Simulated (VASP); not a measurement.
# Cd3O2 (R-3m) in VASP: single point with PBE

Aim: the single point of Cd3O2 with PBE.

All numbers are computed with VASP 6.6.1; they aren't measurements. Logs are shortened: lines on timing, memory, paths and dates and some standing lists are left out, and cuts for length are marked.

## Step 1: The cell of the first run

It takes space group R-3m (No. 166, trigonal). Conventional cell: a = 3.366 Å, b = 3.366 Å, c = 23.738 Å, α = 90.00°, β = 90.00°, γ = 120.00°. Cd (site symmetry 3m) has 3 O at 2.41 Å and 3 Cd at 3.02 Å within 3.2 Å. Within 3.1 Å of Cd (site symmetry -3m) lie 6 O at 2.38 Å. O (site symmetry 3m) has 6 Cd at 2.38 to 2.41 Å within 3.1 Å.

## Step 2: Single point, PBE

File INCAR:

```
SYSTEM = Cd3O2
PREC = Accurate
ENCUT = 520
EDIFF = 1E-6
ISMEAR = 0
SIGMA = 0.1
LREAL = .False.
LASPH = .True.
NELM = 80
ALGO = Normal
ISIF = 2
LWAVE = .False.
LCHARG = .False.
GGA = PE
NBANDS = 32
```

File KPOINTS:

```
regular mesh
0
Gamma
  12 12 12
  0 0 0
```

File POSCAR:

```
Cd3O2
1.0
    1.6827714764      0.9715485649      7.9125403960
   -1.6827714764      0.9715485649      7.9125403960
    0.0000000000     -1.9430971297      7.9125403960
Cd O
3 2
Direct
    0.7845213551      0.7845213551      0.7845213551
    0.2154786449      0.2154786449      0.2154786449
    0.0000000000      0.0000000000      0.0000000000
    0.3913948543      0.3913948543      0.3913948543
    0.6086051457      0.6086051457      0.6086051457
```

Potentials or basis: VASP PAW PBE potentials, release 64 (Cd, O).

Launch:

```sh
$ cat potpaw_PBE.64/Cd/POTCAR potpaw_PBE.64/O/POTCAR > POTCAR
$ mpirun -np 1 vasp_std > vasp.out
```

OUTCAR:

```text
SYSTEM = Cd3O2
   PREC = Accurate
   ENCUT = 520
   EDIFF = 1E-6
   ISMEAR = 0
   LREAL = .False.
   LASPH = .True.
   NELM = 80
   ISIF = 2
   GGA = PE

 ion  position               nearest neighbor table
   1  0.785  0.785  0.785-   4 2.41   4 2.41   4 2.41   2 3.02   2 3.02   2 3.02   3 3.41   3 3.41
                             3 3.41
   2  0.215  0.215  0.215-   5 2.41   5 2.41   5 2.41   1 3.02   1 3.02   1 3.02   3 3.41   3 3.41
                             3 3.41
   3  0.000  0.000  0.000-   5 2.38   4 2.38   5 2.38   5 2.38   4 2.38   4 2.38   2 3.41   1 3.41
                             2 3.41   1 3.41   2 3.41   1 3.41
   4  0.391  0.391  0.391-   3 2.38   3 2.38   3 2.38   1 2.41   1 2.41   1 2.41
   5  0.609  0.609  0.609-   3 2.38   3 2.38   3 2.38   2 2.41   2 2.41   2 2.41

  LATTYP: Found a trigonal (rhomboedric) cell.
 ALAT       =     8.1476329062
 COS(alpha) =     0.9146865760

  Lattice vectors:

 A1 = (   1.6827714764,   0.9715485649,   7.9125403960)
 A2 = (  -1.6827714764,   0.9715485649,   7.9125403960)
 A3 = (   0.0000000000,  -1.9430971297,   7.9125403960)

Analysis of symmetry for initial positions (statically):
=====================================================================
 Subroutine PRICEL returns:
 Original cell was already a primitive cell.

 Routine SETGRP: Setting up the symmetry group for a
 trigonal (rhombohedral) supercell.

 Subroutine GETGRP returns: Found 12 space group operations
 (whereof 12 operations were pure point group operations)
 out of a pool of 12 trial point group operations.

The static configuration has the point symmetry D_3d.

Analysis of symmetry for dynamics (positions and initial velocities):
=====================================================================
 Subroutine PRICEL returns:
 Original cell was already a primitive cell.

 Routine SETGRP: Setting up the symmetry group for a
 trigonal (rhombohedral) supercell.

 Subroutine GETGRP returns: Found 12 space group operations
 (whereof 12 operations were pure point group operations)
 out of a pool of 12 trial point group operations.

The dynamic configuration has the point symmetry D_3d.

 Subroutine INISYM returns: Found 12 space group operations
 (whereof 12 operations are pure point group operations),
 and found     1 'primitive' translations

----------------------------------------------------------------------------------------

                                     Primitive cell

  volume of cell :      77.6170

  direct lattice vectors                    reciprocal lattice vectors
     1.682771476  0.971548565  7.912540396     0.297128878  0.171547437  0.042127220
    -1.682771476  0.971548565  7.912540396    -0.297128878  0.171547437  0.042127220
     0.000000000 -1.943097130  7.912540396     0.000000000 -0.343094875  0.042127220

  length of vectors
     8.147632906  8.147632906  8.147632906     0.345671514  0.345671514  0.345671514

  position of ions in fractional coordinates (direct lattice)
     0.784521355  0.784521355  0.784521355
     0.215478645  0.215478645  0.215478645
     0.000000000  0.000000000  0.000000000
     0.391394854  0.391394854  0.391394854
     0.608605146  0.608605146  0.608605146

  ion indices of the primitive-cell ions
   primitive index   ion index
                 1           1
                 2           2
                 3           3
                 4           4
                 5           5

----------------------------------------------------------------------------------------

 KPOINTS: regular mesh

Automatic generation of k-mesh.
 Grid dimensions read from file:
 generate k-points for:   12   12   12

 Generating k-lattice:

  Cartesian coordinates                     Fractional coordinates (reciprocal lattice)
     0.024760740  0.014295620  0.003510602     0.083333333 -0.000000000  0.000000000
    -0.024760740  0.014295620  0.003510602    -0.000000000  0.083333333  0.000000000
     0.000000000 -0.028591240  0.003510602     0.000000000  0.000000000  0.083333333

  Length of vectors
     0.028805960  0.028805960  0.028805960

  Shift w.r.t. Gamma in fractional coordinates (k-lattice)
     0.000000000  0.000000000  0.000000000

 Subroutine IBZKPT returns following result:
 ===========================================

 Found    189 irreducible k-points:

 Following reciprocal coordinates:
            Coordinates               Weight
  0.000000  0.000000  0.000000      1.000000
  0.083333 -0.000000  0.000000      6.000000
  0.166667 -0.000000  0.000000      6.000000
  0.250000 -0.000000 -0.000000      6.000000
  0.333333 -0.000000  0.000000      6.000000
  0.416667 -0.000000  0.000000      6.000000
[... 16 lines left out ...]
  0.500000  0.166667 -0.000000     12.000000
 -0.416667  0.166667  0.000000     12.000000
 [... further k-points ...]
   k-points           NKPTS =    189   k-points in BZ     NKDIM =    189   number of bands    NBANDS=     32
   number of dos      NEDOS =    301   number of ions     NIONS =      5
   total plane-waves  NPLWV = 262144
   dimension x,y,z NGX =    64 NGY =   64 NGZ =   64
   dimension x,y,z NGXF=   128 NGYF=  128 NGZF=  128
   ions per type =               3   2
   NGX,Y,Z   is equivalent  to a cutoff of  13.06, 13.06, 13.06 a.u.
   NGXF,Y,Z  is equivalent  to a cutoff of  26.12, 26.12, 26.12 a.u.
 SYSTEM =  Cd3O2
   PREC   = accura    normal or accurate (medium, high low for compatibility)
   ISTART =      0    job   : 0-new  1-cont  2-samecut
   ICHARG =      2    charge: 1-file 2-atom 10-const
   ISPIN  =      1    spin polarized calculation?
   LNONCOLLINEAR =      F non collinear calculations
   LSORBIT =      F    spin-orbit coupling
   LASPH  =      T    aspherical Exc in radial PAW
   ENCUT  =  520.0 eV  38.22 Ry    6.18 a.u.  15.15 15.15 15.15*2*pi/ulx,y,z
   NELM   =     80;   NELMIN=  2; NELMDL= -5     # of ELM steps
   EDIFF  = 0.1E-05   stopping-criterion for ELM
   LREAL  =      F    real-space projection
   EDIFFG = 0.1E-04   stopping-criterion for IOM
   NSW    =      0    number of steps for IOM
   IBRION =     -1    ionic relax: 0-MD 1-quasi-New 2-CG
   NFREE  =      0    steps in history (QN), initial steepest desc. (CG)
   ISIF   =      2    stress and relaxation
   ISYM   =      2    0-nonsym 1-usesym 2-fastsym
   POTIM  = 0.5000    time-step for ionic-motion
   TEBEG  =    0.0;   TEEND  =   0.0 temperature during run
   PSTRESS=    0.0 pullay stress
   NELECT =      48.0000    total number of electrons
   NUPDOWN=      -1.0000    fix difference up-down
   EMIN   =  10.00;   EMAX   =-10.00  energy-range for DOS
   EFERMI =   0.00;   METHOD = LEGACY
   ISMEAR =     0;   SIGMA  =   0.10  broadening in eV -4-tet -1-fermi 0-gaus
   EFERMI_NEDOS =   21; number of points for ismear=-14 and -15
   IALGO  =     38    algorithm
   IMIX   =      4    mixing-type and parameters
     AMIX     =   0.40;   BMIX     =  1.00
     AMIX_MAG =   1.60;   BMIX_MAG =  1.00
  volume/ion in A,a.u.               =      15.52       104.76
  Fermi-wavevector in a.u.,A,eV,Ry     =   1.394771  2.635735 26.468592  1.945387
  Thomas-Fermi vector in A             =   2.518288
   LORBIT       =      0    0 simple, 1 ext, 2 COOP (PROOUT), +10 PAW based schemes
   GGA     = PE    functional components
   LHFCALC =     F    Hartree Fock is set to
   AEXX    =    0.0000 exact exchange contribution
   IVDW    =     0    specifies the selected vdW correction
   LEPSILON=     F    determine dielectric tensor
   LRPA    =     F    only Hartree local field effects (RPA)
 non-spin polarized calculation
 Gauss-broadening in eV      SIGMA  =   0.10
  energy-cutoff  :      520.00
  volume of cell :       77.62
 maximum number of plane-waves:      2120
 NGX is ok and might be reduce to    64
   NGX = 31   NGY = 31   NGZ = 31

 number of electron      48.0000005 magnetization

 Free energy of the ion-electron system (eV)
  ---------------------------------------------------
  ext. energy  EPLUGINS =         0.00000000
  ---------------------------------------------------
  free energy    TOTEN  =       -16.03003721 eV

  energy without entropy =      -16.02636816  energy(sigma->0) =      -16.02820269

 E-fermi :   2.7128     XC(G=0): -11.2005

 val. band max:        2.6976531200   @ k =   0.2500   0.2500   0.1667
 cond. band min:       2.7236257120   @ k =  -0.2500   0.3333   0.0833
 fundamental gap:      0.0259725921
 Fermi energy:         2.7128277499

 k-point     1 :       0.0000    0.0000    0.0000
  band No.  band energies     occupation
      1     -15.4676      2.00000
      2     -15.1033      2.00000
      3      -6.0833      2.00000
      4      -5.9610      2.00000
      5      -5.9610      2.00000
      6      -5.9014      2.00000
[... 24 lines left out ...]
     31      13.8423      0.00000
     32      13.8423      0.00000

 k-point     2 :       0.0833   -0.0000    0.0000
  band No.  band energies     occupation
      1     -15.4366      2.00000
      2     -15.0941      2.00000
      3      -6.0759      2.00000
      4      -5.9335      2.00000
      5      -5.9219      2.00000
      6      -5.8755      2.00000
[... 24 lines left out ...]
     31      13.2066      0.00000
     32      14.1817      0.00000

 k-point     3 :       0.1667   -0.0000    0.0000
  band No.  band energies     occupation
      1     -15.3509      2.00000
      2     -15.0689      2.00000
      3      -6.0665      2.00000
      4      -5.8760      2.00000
      5      -5.8685      2.00000
      6      -5.8405      2.00000
[... 24 lines left out ...]
     31      12.2638      0.00000
     32      14.2709      0.00000

 k-point     4 :       0.2500   -0.0000   -0.0000
  band No.  band energies     occupation
      1     -15.2319      2.00000
      2     -15.0341      2.00000
      3      -6.1022      2.00000
      4      -5.8869      2.00000
      5      -5.8649      2.00000
      6      -5.8422      2.00000
[... 24 lines left out ...]
     31      11.5993      0.00000
     32      12.6034      0.00000

 k-point     5 :       0.3333   -0.0000    0.0000
  band No.  band energies     occupation
      1     -15.1121      2.00000
      2     -14.9969      2.00000
      3      -6.1508      2.00000
      4      -6.0033      2.00000
      5      -5.9401      2.00000
      6      -5.8992      2.00000
[... 584 lines left out ...]
     31      11.6211      0.00000
     32      12.1614      0.00000

 k-point    22 :       0.4167    0.1667    0.0000
  band No.  band energies     occupation
      1     -15.0671      2.00000
      2     -14.9848      2.00000
      3      -6.0522      2.00000
      4      -5.9782      2.00000
      5      -5.9592      2.00000
      6      -5.8356      2.00000
[... 24 lines left out ...]
     31      10.4922      0.00000
     32      11.7711      0.00000

 k-point    23 :       0.5000    0.1667   -0.0000
  band No.  band energies     occupation
      1     -14.9955      2.00000
      2     -14.9552      2.00000
      3      -6.0828      2.00000
      4      -6.0197      2.00000
      5      -5.9553      2.00000
      6      -5.8787      2.00000
[... 24 lines left out ...]
     31      10.6423      0.00000
     32      11.4472      0.00000

 k-point    24 :      -0.4167    0.1667    0.0000
  band No.  band energies     occupation
      1     -14.9754      2.00000
      2     -14.9379      2.00000
      3      -6.0715      2.00000
      4      -6.0427      2.00000
      5      -5.9587      2.00000
      6      -5.8925      2.00000
[... 24 lines left out ...]
     31      10.6889      0.00000
     32      11.6091      0.00000

 [... further k-points ...]

------------------------ aborting loop because EDIFF is reached ----------------------------------------

  FORCE on cell =-STRESS in cart. coord.  units (eV):
  Direction    XX          YY          ZZ          XY          YZ          ZX
  --------------------------------------------------------------------------------------
  -------------------------------------------------------------------------------------
  Total        0.4178701      0.4178701      0.4429967      0.0000000      0.0000000     -0.0000000
  in kB        8.6257144      8.6257144      9.1443799      0.0000000      0.0000000     -0.0000000
  external PRESSURE =       8.7986029 kB  Pullay stress =       0.0000000 kB

 VOLUME and BASIS-vectors are now :
 -----------------------------------------------------------------------------
  energy-cutoff  :      520.00
  volume of cell :       77.62
      direct lattice vectors                 reciprocal lattice vectors
     1.682771476  0.971548565  7.912540396     0.297128878  0.171547437  0.042127220
    -1.682771476  0.971548565  7.912540396    -0.297128878  0.171547437  0.042127220
     0.000000000 -1.943097130  7.912540396     0.000000000 -0.343094875  0.042127220

 POSITION                                       TOTAL-FORCE (eV/Angst)
 -----------------------------------------------------------------------------------
      0.00000      0.00000     18.62267         0.000000      0.000000      0.047675
      0.00000      0.00000      5.11495         0.000000     -0.000000     -0.047675
      0.00000      0.00000      0.00000         0.000000     -0.000000      0.000000
      0.00000      0.00000      9.29078         0.000000      0.000000      0.007868
      0.00000      0.00000     14.44684         0.000000     -0.000000     -0.007868
 -----------------------------------------------------------------------------------
    total drift:                               -0.000000     -0.000000     -0.000000

  FREE ENERGIE OF THE ION-ELECTRON SYSTEM (eV)
  ---------------------------------------------------
  free  energy   TOTEN  =       -16.0300372098 eV

  energy  without entropy=      -16.0263681608  energy(sigma->0) =      -16.02820269
```

Wall time 41 min (1 thread of Intel Xeon Platinum 8488C (Sapphire Rapids), shared host); peak memory 0.78 GiB.

Results:

```yaml
Free_energy: -16.0300 eV
Pressure: 0.9 GPa
Largest_force: 0.048 eV/Å
Band_gap_on_the_k_mesh: zero (bands 24 and 25 overlap by 2.23 eV)
```

Forces on the atoms (eV/Å):
```
Cd   0.000  0.000  0.048
Cd   0.000  0.000 -0.048
Cd   0.000  0.000  0.000
O    0.000  0.000  0.008
O    0.000  0.000 -0.008
```

Levels at points of the mesh, in eV from the Fermi level:
```csv
k point,band 22,band 23,band 24,band 25,band 26,band 27
"(0.00, 0.00, 0.00)",-2.17,-1.62,-1.62,0.69,0.82,6.40
"(0.50, 0.00, 0.00)",-2.50,-1.90,-0.63,0.27,3.36,4.31
"(0.50, 0.50, 0.00)",-2.90,-1.79,-0.67,0.74,3.32,3.42
"(0.50, 0.50, 0.50)",-2.10,-1.58,-1.58,-1.51,2.73,4.38
```
